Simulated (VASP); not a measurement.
# CuI (Marshite) (F-43m) in VASP: single point with PBEsol

Aim: the single point of CuI (Marshite) with PBEsol.

Everything below comes from runs of VASP 6.6.1. Logs are shortened: lines on timing, memory, paths and dates and some standing lists are left out, and cuts for length are marked.

**1. The cell of the first run**

It takes space group F-43m (No. 216, cubic). Conventional cell: a = 6.063 Å, b = 6.063 Å, c = 6.063 Å, α = 90.00°, β = 90.00°, γ = 90.00°. Within 3.5 Å of Cu (site symmetry -43m) lie 4 I at 2.63 Å. I (site symmetry -43m) has 4 Cu at 2.63 Å within 3.5 Å.

**2. Single point, PBEsol**

INCAR

```
  PREC = Accurate
  ENCUT = 520
  EDIFF = 1E-6
  ISMEAR = 0
  SIGMA = 0.01
  LREAL = F
  LASPH = T
  NELM = 60
  ALGO = Normal
  ISIF = 2
  LWAVE = F
  LCHARG = F
  GGA = PS
  NBANDS = 16
```

KPOINTS

```
regular mesh
0
Gamma
  6 6 6
```

POSCAR

```
CuI
1.0
    0.0000000000      3.0315000000      3.0315000000
    3.0315000000      0.0000000000      3.0315000000
    3.0315000000      3.0315000000      0.0000000000
Cu I
1 1
Direct
    0.2500000000      0.2500000000      0.2500000000
    0.0000000000      0.0000000000      0.0000000000
```

Potentials or basis: VASP PAW PBE potentials, release 64 (Cu, I).

Command:

```
$ cat potpaw_PBE.64/Cu/POTCAR potpaw_PBE.64/I/POTCAR > POTCAR
$ mpirun -np 1 vasp_std > vasp.out
```

OUTCAR:

```text
PREC = Accurate
   ENCUT = 520
   EDIFF = 1E-6
   ISMEAR = 0
   LREAL = F
   LASPH = T
   NELM = 60
   ISIF = 2
   GGA = PS

 ion  position               nearest neighbor table
   1  0.250  0.250  0.250-   2 2.63   2 2.63   2 2.63   2 2.63
   2  0.000  0.000  0.000-   1 2.63   1 2.63   1 2.63   1 2.63

  LATTYP: Found a face centered cubic cell.
 ALAT       =     6.0630000000

  Lattice vectors:

 A1 = (   0.0000000000,   3.0315000000,   3.0315000000)
 A2 = (   3.0315000000,   0.0000000000,   3.0315000000)
 A3 = (   3.0315000000,   3.0315000000,   0.0000000000)

Analysis of symmetry for initial positions (statically):
[... 5 lines left out ...]
 face centered cubic supercell.

 Subroutine GETGRP returns: Found 24 space group operations
 (whereof 24 operations were pure point group operations)
 out of a pool of 48 trial point group operations.

The static configuration has the point symmetry T_d .

Analysis of symmetry for dynamics (positions and initial velocities):
[... 5 lines left out ...]
 face centered cubic supercell.

 Subroutine GETGRP returns: Found 24 space group operations
 (whereof 24 operations were pure point group operations)
 out of a pool of 48 trial point group operations.

The dynamic configuration has the point symmetry T_d .

 Subroutine INISYM returns: Found 24 space group operations
 (whereof 24 operations are pure point group operations),
 and found     1 'primitive' translations

----------------------------------------------------------------------------------------

                                     Primitive cell

  volume of cell :      55.7189

  direct lattice vectors                    reciprocal lattice vectors
     0.000000000  3.031500000  3.031500000    -0.164934851  0.164934851  0.164934851
     3.031500000  0.000000000  3.031500000     0.164934851 -0.164934851  0.164934851
     3.031500000  3.031500000  0.000000000     0.164934851  0.164934851 -0.164934851

  length of vectors
     4.287188414  4.287188414  4.287188414     0.285675541  0.285675541  0.285675541

  position of ions in fractional coordinates (direct lattice)
     0.250000000  0.250000000  0.250000000
     0.000000000  0.000000000  0.000000000

  ion indices of the primitive-cell ions
   primitive index   ion index
                 1           1
                 2           2

----------------------------------------------------------------------------------------

 KPOINTS: regular mesh

Automatic generation of k-mesh.
 Grid dimensions read from file:
 generate k-points for:    6    6    6

 Generating k-lattice:

  Cartesian coordinates                     Fractional coordinates (reciprocal lattice)
    -0.027489142  0.027489142  0.027489142     0.166666667  0.000000000  0.000000000
     0.027489142 -0.027489142  0.027489142     0.000000000  0.166666667  0.000000000
     0.027489142  0.027489142 -0.027489142     0.000000000  0.000000000  0.166666667

  Length of vectors
     0.047612590  0.047612590  0.047612590

  Shift w.r.t. Gamma in fractional coordinates (k-lattice)
     0.000000000  0.000000000  0.000000000

 Subroutine IBZKPT returns following result:
 ===========================================

 Found     16 irreducible k-points:

 Following reciprocal coordinates:
            Coordinates               Weight
  0.000000  0.000000  0.000000      1.000000
  0.166667  0.000000  0.000000      8.000000
  0.333333  0.000000  0.000000      8.000000
  0.500000  0.000000  0.000000      4.000000
  0.166667  0.166667  0.000000      6.000000
  0.333333  0.166667  0.000000     24.000000
[... 8 lines left out ...]
 -0.333333  0.333333  0.166667     24.000000
 -0.333333  0.500000  0.166667     12.000000
   k-points           NKPTS =     16   k-points in BZ     NKDIM =     16   number of bands    NBANDS=     16
   number of dos      NEDOS =    301   number of ions     NIONS =      2
   total plane-waves  NPLWV =  32768
   dimension x,y,z NGX =    32 NGY =   32 NGZ =   32
   dimension x,y,z NGXF=    64 NGYF=   64 NGZF=   64
   ions per type =               1   1
   NGX,Y,Z   is equivalent  to a cutoff of  12.41, 12.41, 12.41 a.u.
   NGXF,Y,Z  is equivalent  to a cutoff of  24.82, 24.82, 24.82 a.u.
 SYSTEM =  unknown system
   PREC   = accura    normal or accurate (medium, high low for compatibility)
   ISTART =      0    job   : 0-new  1-cont  2-samecut
   ICHARG =      2    charge: 1-file 2-atom 10-const
   ISPIN  =      1    spin polarized calculation?
   LNONCOLLINEAR =      F non collinear calculations
   LSORBIT =      F    spin-orbit coupling
   LASPH  =      T    aspherical Exc in radial PAW
   ENCUT  =  520.0 eV  38.22 Ry    6.18 a.u.   7.97  7.97  7.97*2*pi/ulx,y,z
   NELM   =     60;   NELMIN=  2; NELMDL= -5     # of ELM steps
   EDIFF  = 0.1E-05   stopping-criterion for ELM
   LREAL  =      F    real-space projection
   EDIFFG = 0.1E-04   stopping-criterion for IOM
   NSW    =      0    number of steps for IOM
   IBRION =     -1    ionic relax: 0-MD 1-quasi-New 2-CG
   NFREE  =      0    steps in history (QN), initial steepest desc. (CG)
   ISIF   =      2    stress and relaxation
   ISYM   =      2    0-nonsym 1-usesym 2-fastsym
   POTIM  = 0.5000    time-step for ionic-motion
   TEBEG  =    0.0;   TEEND  =   0.0 temperature during run
   PSTRESS=    0.0 pullay stress
   NELECT =      18.0000    total number of electrons
   NUPDOWN=      -1.0000    fix difference up-down
   EMIN   =  10.00;   EMAX   =-10.00  energy-range for DOS
   EFERMI =   0.00;   METHOD = LEGACY
   ISMEAR =     0;   SIGMA  =   0.01  broadening in eV -4-tet -1-fermi 0-gaus
   EFERMI_NEDOS =   21; number of points for ismear=-14 and -15
   IALGO  =     38    algorithm
   IMIX   =      4    mixing-type and parameters
     AMIX     =   0.40;   BMIX     =  1.00
     AMIX_MAG =   1.60;   BMIX_MAG =  1.00
  volume/ion in A,a.u.               =      27.86       188.00
  Fermi-wavevector in a.u.,A,eV,Ry     =   1.123306  2.122741 17.168055  1.261816
  Thomas-Fermi vector in A             =   2.259971
   LORBIT       =      0    0 simple, 1 ext, 2 COOP (PROOUT), +10 PAW based schemes
   GGA     = PS    functional components
   LHFCALC =     F    Hartree Fock is set to
   AEXX    =    0.0000 exact exchange contribution
   IVDW    =     0    specifies the selected vdW correction
   LEPSILON=     F    determine dielectric tensor
   LRPA    =     F    only Hartree local field effects (RPA)
 non-spin polarized calculation
 Gauss-broadening in eV      SIGMA  =   0.01
  energy-cutoff  :      520.00
  volume of cell :       55.72
 maximum number of plane-waves:      1524
   NGX = 15   NGY = 15   NGZ = 15

 number of electron      18.0000014 magnetization

 Free energy of the ion-electron system (eV)
  ---------------------------------------------------
  ext. energy  EPLUGINS =         0.00000000
  ---------------------------------------------------
  free energy    TOTEN  =        -6.29198058 eV

  energy without entropy =       -6.29198058  energy(sigma->0) =       -6.29198058

 E-fermi :   4.3818     XC(G=0):  -9.1389

 val. band max:        4.2831264638   @ k =   0.0000   0.0000   0.0000
 cond. band min:       5.3118326439   @ k =   0.0000   0.0000   0.0000
 fundamental gap:      1.0287061801
 Fermi energy:         4.3817596617

 k-point     1 :       0.0000    0.0000    0.0000
  band No.  band energies     occupation
      1      -9.7424      2.00000
      2       0.6390      2.00000
      3       0.6390      2.00000
      4       0.6390      2.00000
      5       2.4078      2.00000
      6       2.4078      2.00000
[... 8 lines left out ...]
     15      13.8580      0.00000
     16      13.8580      0.00000

 k-point     2 :       0.1667    0.0000    0.0000
  band No.  band energies     occupation
      1      -9.6164      2.00000
      2       0.1278      2.00000
      3       0.6487      2.00000
      4       0.6487      2.00000
      5       2.3987      2.00000
      6       2.3987      2.00000
[... 8 lines left out ...]
     15      12.9814      0.00000
     16      13.2948      0.00000

 k-point     3 :       0.3333    0.0000    0.0000
  band No.  band energies     occupation
      1      -9.3400      2.00000
      2      -0.8541      2.00000
      3       0.6610      2.00000
      4       0.6610      2.00000
      5       2.4093      2.00000
      6       2.4093      2.00000
[... 8 lines left out ...]
     15      13.4647      0.00000
     16      13.4647      0.00000

 k-point     4 :       0.5000    0.0000    0.0000
  band No.  band energies     occupation
      1      -9.1865      2.00000
      2      -1.3253      2.00000
      3       0.6630      2.00000
      4       0.6630      2.00000
      5       2.4355      2.00000
      6       2.4355      2.00000
[... 8 lines left out ...]
     15      15.1324      0.00000
     16      15.1324      0.00000

 k-point     5 :       0.1667    0.1667    0.0000
  band No.  band energies     occupation
      1      -9.5743      2.00000
      2       0.0765      2.00000
      3       0.6111      2.00000
      4       0.6111      2.00000
      5       2.3542      2.00000
      6       2.4296      2.00000
[... 8 lines left out ...]
     15      14.1340      0.00000
     16      14.2160      0.00000

 k-point     6 :       0.3333    0.1667    0.0000
  band No.  band energies     occupation
      1      -9.3458      2.00000
      2      -0.6050      2.00000
      3       0.5295      2.00000
      4       0.6039      2.00000
      5       2.3378      2.00000
      6       2.4458      2.00000
[... 8 lines left out ...]
     15      14.3898      0.00000
     16      14.6846      0.00000
[... 115 lines left out ...]
 k-point    13 :       0.5000    0.5000    0.0000
  band No.  band energies     occupation
      1      -8.9983      2.00000
      2      -1.3043      2.00000
      3       0.5322      2.00000
      4       0.5322      2.00000
      5       2.3773      2.00000
      6       2.4629      2.00000
[... 8 lines left out ...]
     15      15.5797      0.00000
     16      16.2759      0.00000

 k-point    14 :       0.5000    0.3333    0.1667
  band No.  band energies     occupation
      1      -9.1494      2.00000
      2      -0.8705      2.00000
      3       0.1541      2.00000
      4       0.5948      2.00000
      5       2.3452      2.00000
      6       2.4246      2.00000
[... 8 lines left out ...]
     15      15.1699      0.00000
     16      16.2978      0.00000

 k-point    15 :      -0.3333    0.3333    0.1667
  band No.  band energies     occupation
      1      -9.0446      2.00000
      2      -0.9199      2.00000
      3      -0.1442      2.00000
      4       0.5542      2.00000
      5       2.3142      2.00000
      6       2.4085      2.00000
[... 8 lines left out ...]
     15      15.3190      0.00000
     16      16.0485      0.00000

 k-point    16 :      -0.3333    0.5000    0.1667
  band No.  band energies     occupation
      1      -8.9955      2.00000
      2      -1.0161      2.00000
      3      -0.0018      2.00000
      4       0.4607      2.00000
      5       2.3600      2.00000
      6       2.3615      2.00000
[... 8 lines left out ...]
     15      15.7995      0.00000
     16      16.2401      0.00000

------------------------ aborting loop because EDIFF is reached ----------------------------------------

  FORCE on cell =-STRESS in cart. coord.  units (eV):
  Direction    XX          YY          ZZ          XY          YZ          ZX
  --------------------------------------------------------------------------------------
  -------------------------------------------------------------------------------------
  Total       -0.7434633     -0.7434633     -0.7434633     -0.0000000     -0.0000000     -0.0000000
  in kB      -21.3780160    -21.3780160    -21.3780160     -0.0000000     -0.0000000     -0.0000000
  external PRESSURE =     -21.3780160 kB  Pullay stress =       0.0000000 kB

 VOLUME and BASIS-vectors are now :
 -----------------------------------------------------------------------------
  energy-cutoff  :      520.00
  volume of cell :       55.72
      direct lattice vectors                 reciprocal lattice vectors
     0.000000000  3.031500000  3.031500000    -0.164934851  0.164934851  0.164934851
     3.031500000  0.000000000  3.031500000     0.164934851 -0.164934851  0.164934851
     3.031500000  3.031500000  0.000000000     0.164934851  0.164934851 -0.164934851

 POSITION                                       TOTAL-FORCE (eV/Angst)
 -----------------------------------------------------------------------------------
      1.51575      1.51575      1.51575        -0.000000     -0.000000     -0.000000
      0.00000      0.00000      0.00000         0.000000      0.000000      0.000000
 -----------------------------------------------------------------------------------
    total drift:                                0.000000      0.000000     -0.000000

  FREE ENERGIE OF THE ION-ELECTRON SYSTEM (eV)
  ---------------------------------------------------
  free  energy   TOTEN  =        -6.2919805812 eV

  energy  without entropy=       -6.2919805812  energy(sigma->0) =       -6.29198058
```

Run time: 9.8 s. Hardware: 1 thread of AMD EPYC 7R13, shared host; peak memory 0.18 GiB.

Results:

```yaml
Free_energy: -6.2920 eV
Pressure: -2.1 GPa
Band_gap_on_the_k_mesh: 1.03 eV, direct
```

Levels at points of the mesh, in eV from the valence-band top:
| k point | band 7 | band 8 | band 9 | band 10 | band 11 | band 12 |
| --- | --- | --- | --- | --- | --- | --- |
| (0.00, 0.00, 0.00) | 0.00 | 0.00 | 0.00 | 1.03 | 4.83 | 4.83 |
| (0.50, 0.00, 0.00) | -1.80 | -0.72 | -0.72 | 2.08 | 5.36 | 5.36 |
| (0.50, 0.50, 0.00) | -1.79 | -1.52 | -1.52 | 2.60 | 2.85 | 9.08 |

Caveat: the PAW data sets were made with another functional, which shifts forces and pressure a little; spin-orbit coupling is left out, which moves the levels of the heavy elements.
